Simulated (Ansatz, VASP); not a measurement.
Si5Mo: VASP beside Ansatz

```
CELL_PARAMETERS angstrom
0.00000 3.48810 3.48810
3.48810 0.00000 3.48810
3.48810 3.48810 0.00000
ATOMIC_POSITIONS crystal
Si 0.25000 0.25000 0.25000
Si 0.12488 0.62504 0.62504
Si 0.62504 0.62504 0.62504
Si 0.62504 0.62504 0.12488
Si 0.62504 0.12488 0.62504
Mo 0.00000 0.00000 0.00000
```

Change from the starting cell: species swapped into the Be5Pd type (F-43m, No. 216).

Alike in both runs: functional PBE; k mesh 4 × 4 × 4; occupations gaussian, width 0.1 eV; no spin polarisation.

Ansatz relaxed the structure, and its values are those at the end. VASP's run is a single point on that final structure, the one shown.

```csv
,VASP,Ansatz
version,VASP 6.6.1,Ansatz 0.2.0
potentials or method,"VASP PAW PBE potentials, release 64 (Si, Mo_sv), cutoff 520 eV","scalar-relativistic, plane waves, PAW"
valence electrons in the cell,34,34
```

Ansatz gave:

```
gap on the k mesh at the Fermi level (eV) : none
pressure (GPa)                            : 0.0
rms of the force components (eV/Å)        : 0.007
```

What did VASP give for the same quantities?

gap on the k mesh at the Fermi level (eV): none; pressure (GPa): 0.0; rms of the force components (eV/Å): 0.008.

A gap of «none» marks a metal or a gap that the smearing closes.

The k mesh is coarse, so the values compare programs but aren't converged.
